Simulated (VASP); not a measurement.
# SrMg (Pm-3m) in VASP: further runs

The runs below take SrMg through single point, with LDA.

Program: VASP 6.6.1. These are calculated values, not measurements. Logs are shortened: lines on timing, memory, paths and dates and some standing lists are left out, and cuts for length are marked.

## (1) The cell of the first run

The structure is cubic, space group Pm-3m (No. 221). The conventional cell has a = 4.062 Å, b = 4.062 Å, c = 4.062 Å, α = 90.00°, β = 90.00°, γ = 90.00°. Sr (site symmetry m-3m) has 8 Mg at 3.52 Å and 6 Sr at 4.06 Å within 4.6 Å. Mg (site symmetry m-3m) has 8 Sr at 3.52 Å and 6 Mg at 4.06 Å within 4.6 Å.

## (2) Single point, LDA

INCAR

```
PREC = Accurate ; ENCUT = 520
EDIFF = 1E-7 ; ISMEAR = -1
SIGMA = 0.1 ; LREAL = F
LASPH = T ; NELM = 60
ALGO = Normal ; ISIF = 2
LWAVE = F ; LCHARG = T
LELF = T ; LVHAR = T
NBANDS = 13
```

KPOINTS

```
Automatic mesh
0
Gamma
  10 10 10
```

POSCAR

```
SrMg
1.0
    4.0620962327      0.0000000000      0.0000000000
    0.0000000000      4.0620962327      0.0000000000
    0.0000000000      0.0000000000      4.0620962327
Sr Mg
1 1
Direct
    0.5000000000      0.5000000000      0.5000000000
    0.0000000000      0.0000000000      0.0000000000
```

Potentials or basis: VASP PAW LDA potentials, release 64 (Sr_sv, Mg).

On the command line:

```sh
cat potpaw_LDA.64/Sr_sv/POTCAR potpaw_LDA.64/Mg/POTCAR > POTCAR
mpirun -np 1 vasp_std > vasp.out
```

OUTCAR:

```text
PREC = Accurate
   ENCUT = 520
   EDIFF = 1E-7
   ISMEAR = -1
   LREAL = F
   LASPH = T
   NELM = 60
   ISIF = 2

 ion  position               nearest neighbor table
   1  0.500  0.500  0.500-   2 3.52   2 3.52   2 3.52   2 3.52   2 3.52   2 3.52   2 3.52   2 3.52

   2  0.000  0.000  0.000-   1 3.52   1 3.52   1 3.52   1 3.52   1 3.52   1 3.52   1 3.52   1 3.52

  LATTYP: Found a simple cubic cell.
 ALAT       =     4.0620962327

  Lattice vectors:

 A1 = (   4.0620962327,   0.0000000000,   0.0000000000)
 A2 = (   0.0000000000,   4.0620962327,   0.0000000000)
 A3 = (   0.0000000000,   0.0000000000,   4.0620962327)

Analysis of symmetry for initial positions (statically):
=====================================================================
 Subroutine PRICEL returns:
 Original cell was already a primitive cell.

 Routine SETGRP: Setting up the symmetry group for a
 simple cubic supercell.

 Subroutine GETGRP returns: Found 48 space group operations
 (whereof 48 operations were pure point group operations)
 out of a pool of 48 trial point group operations.

The static configuration has the point symmetry O_h .

Analysis of symmetry for dynamics (positions and initial velocities):
=====================================================================
 Subroutine PRICEL returns:
 Original cell was already a primitive cell.

 Routine SETGRP: Setting up the symmetry group for a
 simple cubic supercell.

 Subroutine GETGRP returns: Found 48 space group operations
 (whereof 48 operations were pure point group operations)
 out of a pool of 48 trial point group operations.

The dynamic configuration has the point symmetry O_h .

 Subroutine INISYM returns: Found 48 space group operations
 (whereof 48 operations are pure point group operations),
 and found     1 'primitive' translations

----------------------------------------------------------------------------------------

                                     Primitive cell

  volume of cell :      67.0271

  direct lattice vectors                    reciprocal lattice vectors
     4.062096233  0.000000000  0.000000000     0.246178314  0.000000000  0.000000000
     0.000000000  4.062096233  0.000000000     0.000000000  0.246178314  0.000000000
     0.000000000  0.000000000  4.062096233     0.000000000  0.000000000  0.246178314

  length of vectors
     4.062096233  4.062096233  4.062096233     0.246178314  0.246178314  0.246178314

  position of ions in fractional coordinates (direct lattice)
     0.500000000  0.500000000  0.500000000
     0.000000000  0.000000000  0.000000000

  ion indices of the primitive-cell ions
   primitive index   ion index
                 1           1
                 2           2

----------------------------------------------------------------------------------------

 KPOINTS: Automatic mesh

Automatic generation of k-mesh.
 Grid dimensions read from file:
 generate k-points for:   10   10   10

 Generating k-lattice:

  Cartesian coordinates                     Fractional coordinates (reciprocal lattice)
     0.024617831  0.000000000  0.000000000     0.100000000  0.000000000  0.000000000
     0.000000000  0.024617831  0.000000000     0.000000000  0.100000000  0.000000000
     0.000000000  0.000000000  0.024617831     0.000000000  0.000000000  0.100000000

  Length of vectors
     0.024617831  0.024617831  0.024617831

  Shift w.r.t. Gamma in fractional coordinates (k-lattice)
     0.000000000  0.000000000  0.000000000

 Subroutine IBZKPT returns following result:
 ===========================================

 Found     56 irreducible k-points:

 Following reciprocal coordinates:
            Coordinates               Weight
  0.000000  0.000000  0.000000      1.000000
  0.100000  0.000000  0.000000      6.000000
  0.200000  0.000000  0.000000      6.000000
  0.300000  0.000000  0.000000      6.000000
  0.400000  0.000000  0.000000      6.000000
  0.500000  0.000000  0.000000      3.000000
[... 16 lines left out ...]
  0.200000  0.100000  0.100000     24.000000
  0.300000  0.100000  0.100000     24.000000
 [... further k-points ...]
   k-points           NKPTS =     56   k-points in BZ     NKDIM =     56   number of bands    NBANDS=     13
   number of dos      NEDOS =    301   number of ions     NIONS =      2
   total plane-waves  NPLWV =  27000
   dimension x,y,z NGX =    30 NGY =   30 NGZ =   30
   dimension x,y,z NGXF=    60 NGYF=   60 NGZF=   60
   ions per type =               1   1
   NGX,Y,Z   is equivalent  to a cutoff of  12.28, 12.28, 12.28 a.u.
   NGXF,Y,Z  is equivalent  to a cutoff of  24.56, 24.56, 24.56 a.u.
 SYSTEM =  unknown system
   PREC   = accura    normal or accurate (medium, high low for compatibility)
   ISTART =      0    job   : 0-new  1-cont  2-samecut
   ICHARG =      2    charge: 1-file 2-atom 10-const
   ISPIN  =      1    spin polarized calculation?
   LNONCOLLINEAR =      F non collinear calculations
   LSORBIT =      F    spin-orbit coupling
   LASPH  =      T    aspherical Exc in radial PAW
   ENCUT  =  520.0 eV  38.22 Ry    6.18 a.u.   7.55  7.55  7.55*2*pi/ulx,y,z
   NELM   =     60;   NELMIN=  2; NELMDL= -5     # of ELM steps
   EDIFF  = 0.1E-06   stopping-criterion for ELM
   LREAL  =      F    real-space projection
   EDIFFG = 0.1E-05   stopping-criterion for IOM
   NSW    =      0    number of steps for IOM
   IBRION =     -1    ionic relax: 0-MD 1-quasi-New 2-CG
   NFREE  =      0    steps in history (QN), initial steepest desc. (CG)
   ISIF   =      2    stress and relaxation
   ISYM   =      2    0-nonsym 1-usesym 2-fastsym
   POTIM  = 0.5000    time-step for ionic-motion
   TEBEG  =    0.0;   TEEND  =   0.0 temperature during run
   PSTRESS=    0.0 pullay stress
   NELECT =      12.0000    total number of electrons
   NUPDOWN=      -1.0000    fix difference up-down
   EMIN   =  10.00;   EMAX   =-10.00  energy-range for DOS
   EFERMI =   0.00;   METHOD = LEGACY
   ISMEAR =    -1;   SIGMA  =   0.10  broadening in eV -4-tet -1-fermi 0-gaus
   EFERMI_NEDOS =   21; number of points for ismear=-14 and -15
   IALGO  =     38    algorithm
   IMIX   =      4    mixing-type and parameters
     AMIX     =   0.40;   BMIX     =  1.00
     AMIX_MAG =   1.60;   BMIX_MAG =  1.00
  volume/ion in A,a.u.               =      33.51       226.16
  Fermi-wavevector in a.u.,A,eV,Ry     =   0.922681  1.743615 11.583194  0.851341
  Thomas-Fermi vector in A             =   2.048235
   LORBIT       =      0    0 simple, 1 ext, 2 COOP (PROOUT), +10 PAW based schemes
   GGA     = CA    functional components
   LHFCALC =     F    Hartree Fock is set to
   AEXX    =    0.0000 exact exchange contribution
   IVDW    =     0    specifies the selected vdW correction
   LEPSILON=     F    determine dielectric tensor
   LRPA    =     F    only Hartree local field effects (RPA)
 non-spin polarized calculation
  energy-cutoff  :      520.00
  volume of cell :       67.03
 maximum number of plane-waves:      1856
   NGX = 15   NGY = 15   NGZ = 15

 number of electron      11.9999999 magnetization

 Free energy of the ion-electron system (eV)
  ---------------------------------------------------
  ext. energy  EPLUGINS =         0.00000000
  ---------------------------------------------------
  free energy    TOTEN  =        -3.93542160 eV

  energy without entropy =       -3.88380897  energy(sigma->0) =       -3.90961529

 E-fermi :   2.0580     XC(G=0):  -8.4339

 val. band max:        2.0527433886   @ k =   0.5000   0.3000   0.3000
 cond. band min:       2.0680351742   @ k =   0.5000   0.5000   0.1000
 fundamental gap:      0.0152917855
 Fermi energy:         2.0580048131

 k-point     1 :       0.0000    0.0000    0.0000
  band No.  band energies     occupation
      1     -33.5737      2.00000
      2     -15.6287      2.00000
      3     -15.6287      2.00000
      4     -15.6287      2.00000
      5      -2.9148      2.00000
      6       2.8121      0.00106
      7       2.8121      0.00106
      8       6.0376      0.00000
      9       6.0376      0.00000
     10       6.0376      0.00000
     11       6.7480      0.00000
     12       6.7480      0.00000
     13       6.7480      0.00000

 k-point     2 :       0.1000    0.0000    0.0000
  band No.  band energies     occupation
      1     -33.5727      2.00000
      2     -15.6484      2.00000
      3     -15.6270      2.00000
      4     -15.6270      2.00000
      5      -2.8026      2.00000
      6       2.7039      0.00313
      7       2.8751      0.00057
      8       5.6475      0.00000
      9       5.6475      0.00000
     10       5.8292      0.00000
     11       6.7794      0.00000
     12       7.1666      0.00000
     13       7.1666      0.00000

 k-point     3 :       0.2000    0.0000    0.0000
  band No.  band energies     occupation
      1     -33.5701      2.00000
      2     -15.6995      2.00000
      3     -15.6225      2.00000
      4     -15.6225      2.00000
      5      -2.4747      2.00000
      6       2.2510      0.25344
      7       3.0553      0.00009
      8       5.1091      0.00000
      9       5.1091      0.00000
     10       5.7711      0.00000
     11       6.8647      0.00000
     12       7.8076      0.00000
     13       7.8076      0.00000

 k-point     4 :       0.3000    0.0000    0.0000
  band No.  band energies     occupation
      1     -33.5669      2.00000
      2     -15.7615      2.00000
      3     -15.6168      2.00000
      4     -15.6168      2.00000
      5      -1.9538      2.00000
      6       1.4409      1.99583
      7       3.3183      0.00001
      8       4.6716      0.00000
      9       4.6716      0.00000
     10       6.2863      0.00000
     11       6.9770      0.00000
     12       8.2723      0.00000
     13       8.4594      0.00000

 k-point     5 :       0.4000    0.0000    0.0000
  band No.  band energies     occupation
      1     -33.5644      2.00000
      2     -15.8109      2.00000
      3     -15.6123      2.00000
      4     -15.6123      2.00000
      5      -1.2715      2.00000
      6       0.5032      2.00000
      7       3.5825      0.00000
      8       4.3916      0.00000
      9       4.3916      0.00000
     10       7.0743      0.00000
     11       7.2118      0.00000
     12       7.5517      0.00000
     13       9.0657      0.00000
[... 257 lines left out ...]
 k-point    22 :       0.1000    0.1000    0.1000
  band No.  band energies     occupation
      1     -33.5707      2.00000
      2     -15.6473      2.00000
      3     -15.6435      2.00000
      4     -15.6435      2.00000
      5      -2.5832      2.00000
      6       2.7732      0.00156
      7       2.7732      0.00156
      8       4.6783      0.00000
      9       5.6643      0.00000
     10       5.6643      0.00000
     11       7.1471      0.00000
     12       7.1471      0.00000
     13       7.5649      0.00000

 k-point    23 :       0.2000    0.1000    0.1000
  band No.  band energies     occupation
      1     -33.5682      2.00000
      2     -15.6954      2.00000
      3     -15.6409      2.00000
      4     -15.6388      2.00000
      5      -2.2656      2.00000
      6       2.3827      0.07487
      7       2.9324      0.00032
      8       4.3499      0.00000
      9       5.0335      0.00000
     10       5.9058      0.00000
     11       6.7959      0.00000
     12       7.8657      0.00000
     13       7.9850      0.00000

 k-point    24 :       0.3000    0.1000    0.1000
  band No.  band energies     occupation
      1     -33.5650      2.00000
      2     -15.7566      2.00000
      3     -15.6349      2.00000
      4     -15.6329      2.00000
      5      -1.7631      2.00000
      6       1.5775      1.98376
      7       3.1730      0.00003
      8       4.3580      0.00000
      9       4.5076      0.00000
     10       6.1541      0.00000
     11       6.7792      0.00000
     12       8.4097      0.00000
     13       8.5601      0.00000

 [... further k-points ...]
[... 5 lines left out ...]
  --------------------------------------------------------------------------------------
  -------------------------------------------------------------------------------------
  Total       -0.0680631     -0.0680631     -0.0680631     -0.0000000      0.0000000     -0.0000000
  in kB       -1.6269405     -1.6269405     -1.6269405     -0.0000000      0.0000000     -0.0000000
  external PRESSURE =      -1.6269405 kB  Pullay stress =       0.0000000 kB

 VOLUME and BASIS-vectors are now :
 -----------------------------------------------------------------------------
  energy-cutoff  :      520.00
  volume of cell :       67.03
      direct lattice vectors                 reciprocal lattice vectors
     4.062096233  0.000000000  0.000000000     0.246178314  0.000000000  0.000000000
     0.000000000  4.062096233  0.000000000     0.000000000  0.246178314  0.000000000
     0.000000000  0.000000000  4.062096233     0.000000000  0.000000000  0.246178314

 POSITION                                       TOTAL-FORCE (eV/Angst)
 -----------------------------------------------------------------------------------
      2.03105      2.03105      2.03105         0.000000      0.000000      0.000000
      0.00000      0.00000      0.00000         0.000000      0.000000      0.000000
 -----------------------------------------------------------------------------------
    total drift:                                0.000000      0.000000      0.000000

  FREE ENERGIE OF THE ION-ELECTRON SYSTEM (eV)
  ---------------------------------------------------
  free  energy   TOTEN  =        -3.9354216042 eV

  energy  without entropy=       -3.8838089706  energy(sigma->0) =       -3.90961529
```

Run time: 16 s. Hardware: 1 thread of Intel Xeon 6975P-C (Granite Rapids), shared host; peak memory 0.18 GiB.

Results:

```
Free energy            : -3.9354 eV
Pressure               : -0.2 GPa
Band gap on the k mesh : zero (band 6 reaches 2.81 eV, above the bottom of band 7 at 1.43 eV)
```

## (3) Single point, LDA

INCAR

```
SYSTEM = SrMg
PREC = Accurate ; ENCUT = 520
EDIFF = 1E-6 ; ISMEAR = -1
SIGMA = 0.1 ; LREAL = .FALSE.
LASPH = .TRUE. ; NELM = 60
ALGO = Normal ; ISIF = 2
LWAVE = .FALSE. ; LCHARG = .FALSE.
GGA = CA ; NBANDS = 13
```

KPOINTS

```
regular mesh
0
G
  10 10 10
  0 0 0
```

POSCAR is that of step 2.

Potentials or basis: VASP PAW LDA potentials, release 64 (Sr_sv, Mg).

On the command line:

```sh
cat potpaw_LDA.64/Sr_sv/POTCAR potpaw_LDA.64/Mg/POTCAR > POTCAR
mpirun -np 1 vasp_std > vasp.out
```

Run time: 16 s. Hardware: 1 thread of Intel Xeon 6975P-C (Granite Rapids), shared host; peak memory 0.18 GiB.

It converged, with:

```
Free energy            : -3.9354 eV
Pressure               : -0.2 GPa
Band gap on the k mesh : zero (band 6 reaches 2.81 eV, above the bottom of band 7 at 1.43 eV)
```

Levels at points of the mesh, in eV from the Fermi level:
```csv
k point,band 4,band 5,band 6,band 7,band 8,band 9
"(0.00, 0.00, 0.00)",-17.69,-4.97,0.75,0.75,3.98,3.98
"(0.50, 0.00, 0.00)",-17.67,-2.65,-2.33,1.64,2.24,2.24
"(0.50, 0.50, 0.00)",-17.65,-2.25,0.09,0.09,0.32,3.11
"(0.50, 0.50, 0.50)",-17.83,-0.63,-0.63,-0.63,0.74,3.42
```
